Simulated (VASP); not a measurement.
Ba, 1 atom in the cell. Symmetry: Fm-3m, No. 225, cubic system. The conventional cell has a = 6.621 Å, b = 6.621 Å, c = 6.621 Å, α = 90.00°, β = 90.00°, γ = 90.00°.  This cell differs from its parent crystal: volume scaled by 1.08.

* Program: VASP 6.6.1
* Task: single point
* Functional: BLYP
* Potentials or basis: VASP PAW PBE potentials, release 64 (Ba_sv)
* Cutoff: 520 eV
* k mesh: 10 × 10 × 10
* Occupations: fermi-dirac, width 0.1 eV
* Spin: no spin polarisation
* Dipole correction: no
* Further INCAR settings: ALGO = Normal; EDIFF = 1e-06; NBANDS = 11

Potentials or basis: VASP PAW PBE potentials, release 64 (Ba_sv).

Run with:

```console
$ cat potpaw_PBE.64/Ba_sv/POTCAR > POTCAR
$ mpirun -np 1 vasp_std > vasp.out
```

Hardware: 1 thread of AMD EPYC 7R43 64-Core Processor (Zen 3), on a shared host.

Question: Estimate the wall time of this run.

Answer: It took 72 s on 1 thread of AMD EPYC 7R43 64-Core Processor (Zen 3) (shared host), peak memory 0.17 GiB. Counts: scf iterations 12, k points 47.
